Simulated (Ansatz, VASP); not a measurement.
**One calculation of Ga2P3, two programs**

```
Ga P
1.0
     4.62216    0.00000    0.00000
     0.00000    4.62216    0.00000
     0.00000    0.00000    4.62216
Ga P
2 3
Direct
  0.00000 0.00000 0.00000
  0.50000 0.50000 0.50000
  0.00000 0.50000 0.50000
  0.50000 0.00000 0.50000
  0.50000 0.50000 0.00000
```

Alike in both runs: task relaxation of cell and atoms; functional PBE; k mesh 4 × 4 × 4; occupations gaussian, width 0.1 eV; no spin polarisation.

```csv
,VASP,Ansatz
version,VASP 6.6.1,Ansatz 0.2.0
potentials or method,"VASP PAW PBE potentials, release 64 (Ga_d, P), cutoff 600 eV","scalar-relativistic, plane waves, PAW"
valence electrons in the cell,41,41
```

|  | VASP | Ansatz | Ansatz less VASP |
| --- | --- | --- | --- |
| gap on the k mesh at the Fermi level, each at its own relaxed structure (eV) | none | none | - |
| relaxed volume (Å³/atom) | 20.80 | 20.78 | -0.019 |
| relaxed cell length with the largest relative difference (Å) | 4.703 | 4.701 | -0.0015 |

A gap of «none» marks a metal or a gap that the smearing closes.
